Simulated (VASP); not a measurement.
# BN (P6_3/mmc) in VASP: further runs, part 2 of 2

VASP 6.6.1.

## Step 3: Single point, LDA (volume 7.663 Å^3 an atom, c/a of the conventional cell 2.8746)

File INCAR:

```
PREC     = Accurate       # precision mode
ENCUT    = 520            # plane-wave cutoff, eV
EDIFF    = 1E-6           # SCF threshold, eV
ISMEAR   = 0              # smearing method
SIGMA    = 0.05           # smearing width, eV
LREAL    = False          # projectors in reciprocal space
LASPH    = True           # aspherical terms in the spheres
NELM     = 100            # most SCF steps
ALGO     = Normal         # electronic algorithm
ISIF     = 2              # what is computed and relaxed
LWAVE    = False          # write WAVECAR
LCHARG   = False          # write CHGCAR
GGA      = CA             # functional
NBANDS   = 16             # bands
```

File KPOINTS:

```
regular mesh
0
Gamma
  12 12 4
```

File POSCAR:

```
BN
1.0
    2.3091399482      0.0000000000      0.0000000000
   -1.1545699741      1.9997738560      0.0000000000
    0.0000000000      0.0000000000      6.6378536950
B N
2 2
Direct
    0.3333333333      0.6666666667      0.2500000000
    0.6666666667      0.3333333333      0.7500000000
    0.3333333333      0.6666666667      0.7500000000
    0.6666666667      0.3333333333      0.2500000000
```

Potentials or basis: VASP PAW LDA potentials, release 64 (B, N).

Started as:

```sh
$ cat potpaw_LDA.64/B/POTCAR potpaw_LDA.64/N/POTCAR > POTCAR
$ mpirun -np 1 vasp_std > vasp.out
```

OUTCAR:

```text
PREC = Accurate
   ENCUT = 520
   EDIFF = 1E-6
   ISMEAR = 0
   LREAL = False
   LASPH = True
   NELM = 100
   ISIF = 2
   GGA = CA

 ion  position               nearest neighbor table
   1  0.333  0.667  0.250-   4 1.33   4 1.33   4 1.33
   2  0.667  0.333  0.750-   3 1.33   3 1.33   3 1.33
   3  0.333  0.667  0.750-   2 1.33   2 1.33   2 1.33
   4  0.667  0.333  0.250-   1 1.33   1 1.33   1 1.33

  LATTYP: Found a hexagonal cell.
 ALAT       =     2.3091399482
 C/A-ratio  =     2.8746000000

  Lattice vectors:

 A1 = (   2.3091399482,   0.0000000000,   0.0000000000)
 A2 = (  -1.1545699741,   1.9997738560,   0.0000000000)
 A3 = (   0.0000000000,   0.0000000000,   6.6378536950)

Analysis of symmetry for initial positions (statically):
=====================================================================
 Subroutine PRICEL returns:
 Original cell was already a primitive cell.

 Routine SETGRP: Setting up the symmetry group for a
 hexagonal supercell.

 Subroutine GETGRP returns: Found 24 space group operations
 (whereof 12 operations were pure point group operations)
 out of a pool of 24 trial point group operations.

[... 172 lines left out ...]
 cond. band min:       7.7053241240   @ k =   0.5000   0.0000   0.0000
 fundamental gap:      4.4059770716
 Fermi energy:         3.5183733261

 k-point     1 :       0.0000    0.0000    0.0000
  band No.  band energies     occupation
      1     -15.8008      2.00000
      2     -15.5094      2.00000
      3      -4.3721      2.00000
      4      -2.3382      2.00000
      5       2.3069      2.00000
      6       2.3069      2.00000
[... 433 lines left out ...]
      3      -4.0448      2.00000
      4      -3.9988      2.00000
      5      -0.7046      2.00000
      6      -0.5363      2.00000
[... 8 lines left out ...]
     15      22.3185      0.00000
     16      23.9504      0.00000

 [... further k-points ...]

------------------------ aborting loop because EDIFF is reached ----------------------------------------

  FORCE on cell =-STRESS in cart. coord.  units (eV):
  Direction    XX          YY          ZZ          XY          YZ          ZX
  --------------------------------------------------------------------------------------
  -------------------------------------------------------------------------------------
  Total       22.1251366     22.1251366     -0.1434538      0.0000000      0.0000000      0.0000000
  in kB     1156.4789357   1156.4789357     -7.4983171      0.0000000      0.0000000      0.0000000
  external PRESSURE =     768.4865181 kB  Pullay stress =       0.0000000 kB

 VOLUME and BASIS-vectors are now :
 -----------------------------------------------------------------------------
  energy-cutoff  :      520.00
  volume of cell :       30.65
      direct lattice vectors                 reciprocal lattice vectors
     2.309139948  0.000000000  0.000000000     0.433061669  0.250028271  0.000000000
    -1.154569974  1.999773856  0.000000000     0.000000000  0.500056542  0.000000000
     0.000000000  0.000000000  6.637853695     0.000000000  0.000000000  0.150651106

 POSITION                                       TOTAL-FORCE (eV/Angst)
 -----------------------------------------------------------------------------------
     -0.00000      1.33318      1.65946         0.000000     -0.000000      0.000000
      1.15457      0.66659      4.97839         0.000000      0.000000      0.000000
     -0.00000      1.33318      4.97839        -0.000000      0.000000      0.000000
      1.15457      0.66659      1.65946         0.000000     -0.000000      0.000000
 -----------------------------------------------------------------------------------
    total drift:                               -0.000000      0.000000      0.000000

  FREE ENERGIE OF THE ION-ELECTRON SYSTEM (eV)
  ---------------------------------------------------
  free  energy   TOTEN  =       -36.9894848782 eV

  energy  without entropy=      -36.9894848782  energy(sigma->0) =      -36.98948488
```

stdout:

```text
POSCAR found type information on POSCAR B N
 POSCAR found :  2 types and       4 ions
 scaLAPACK will be used
 LDA part: xc-table for (Slater(with rela. corr.)+CA(PZ))
 , standard interpolation
 POSCAR, INCAR and KPOINTS ok, starting setup
 FFT: planning ... GRIDC
 FFT: planning ... GRID_SOFT
 FFT: planning ... GRID
 WAVECAR not read
 entering main loop
```

Run time: 9.8 s. Hardware: 1 thread of Intel Xeon 6975P-C (Granite Rapids), shared host; peak memory 0.14 GiB.

What came out:

```yaml
Free_energy: -36.9895 eV
Pressure: 76.8 GPa
Band_gap_on_the_k_mesh: 4.41 eV, indirect (least direct gap 5.08 eV)
```

## Step 4: Single point, LDA (volume 7.663 Å^3 an atom, c/a of the conventional cell 2.6103)

File INCAR:

```
PREC = Accurate ; ENCUT = 520
EDIFF = 1E-6 ; ISMEAR = 0
SIGMA = 0.05 ; LREAL = F
LASPH = T ; NELM = 60
ALGO = Normal ; ISIF = 2
LWAVE = F ; LCHARG = T
GGA = CA ; LELF = T
LVHAR = T ; NBANDS = 16
```

File KPOINTS:

```
Automatic mesh
0
Gamma
  12 12 4
```

File POSCAR:

```
BN
1.0
    2.3845927215      0.0000000000      0.0000000000
   -1.1922963607      2.0651178745      0.0000000000
    0.0000000000      0.0000000000      6.2244324354
B N
2 2
Direct
    0.3333333333      0.6666666667      0.2500000000
    0.6666666667      0.3333333333      0.7500000000
    0.3333333333      0.6666666667      0.7500000000
    0.6666666667      0.3333333333      0.2500000000
```

Started as:

```sh
$ cat potpaw_LDA.64/B/POTCAR potpaw_LDA.64/N/POTCAR > POTCAR
$ mpirun -np 1 vasp_std > vasp.out
```

Run time: 10 s. Hardware: 1 thread of Intel Xeon 6975P-C (Granite Rapids), shared host; peak memory 0.13 GiB.

The run converged. Its results:

```yaml
Free_energy: -38.0704 eV
Pressure: 41.9 GPa
Band_gap_on_the_k_mesh: 4.15 eV, indirect (least direct gap 4.62 eV)
```

Stress tensor (GPa, compression positive):
```
62.00  0.00  0.00
 0.00 62.00  0.00
 0.00  0.00  1.69
```

Levels at points of the mesh, in eV from the valence-band top:
```
           k point  band 5  band 6  band 7  band 8  band 9  band 10  band 11  band 12
(0.00, 0.00, 0.00)   -1.18   -1.18   -1.12   -1.12    5.32    11.37    12.64    12.64
(0.50, 0.00, 0.00)   -4.42   -4.32   -1.87   -0.47    4.15     6.11    10.81    11.49
(0.00, 0.00, 0.50)   -1.15   -1.15   -1.15   -1.15    8.29     8.29    12.73    12.73
(0.50, 0.00, 0.50)   -4.37   -4.37   -1.13   -1.13    4.76     4.76    11.49    11.49
```

 A k mesh can miss the band edges.

## Step 5: The runs side by side

```csv
cell,gap on the mesh (eV),pressure (GPa)
"a = 2.443, b = 2.443, c = 5.931 Å, angles 90.0, 90.0, 120.0°, 4 atoms",3.97,19.2
"a = 2.309, b = 2.309, c = 6.638 Å, angles 90.0, 90.0, 120.0°, 4 atoms",4.41,76.8
"a = 2.385, b = 2.385, c = 6.224 Å, angles 90.0, 90.0, 120.0°, 4 atoms",4.15,41.9
```

Alike in all rows: task single point; level LDA; potentials or basis VASP PAW LDA potentials, release 64 (B, N); no spin polarisation; k mesh 12 × 12 × 4; cutoff (eV) 520; smearing gaussian 0.05 eV.

Total energies depend on the potentials used, so only differences within one code and one set of settings carry meaning.
